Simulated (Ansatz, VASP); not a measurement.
# One calculation of Nb, two programs

```
Nb
1.0
     2.68760    0.00000    0.00000
     0.00000    2.68760    0.00000
     0.00000    0.00000    2.68760
Nb
1
Direct
  0.00000 0.00000 0.00000
```

Alike in both runs: task relaxation of cell and atoms; functional revPBE; k mesh 12 × 12 × 12; occupations fermi-dirac, width 0.1 eV; no spin polarisation.

|  | VASP | Ansatz |
| --- | --- | --- |
| version | VASP 6.6.1 | Ansatz 0.2.0 |
| potentials or method | VASP PAW PBE potentials, release 64 (Nb_sv), cutoff 600 eV | plane waves (420 eV) with PAW, scalar-relativistic |
| valence electrons in the cell | 13 | 13 |

|  | VASP | Ansatz | Ansatz less VASP |
| --- | --- | --- | --- |
| relaxed volume (Å³/atom) | 20.39 | 20.41 | +0.018 |
| relaxed cell length with the largest relative difference (Å) | 2.732 | 2.733 | +0.0008 |

VASP's potentials were made for PBE, not for revPBE.
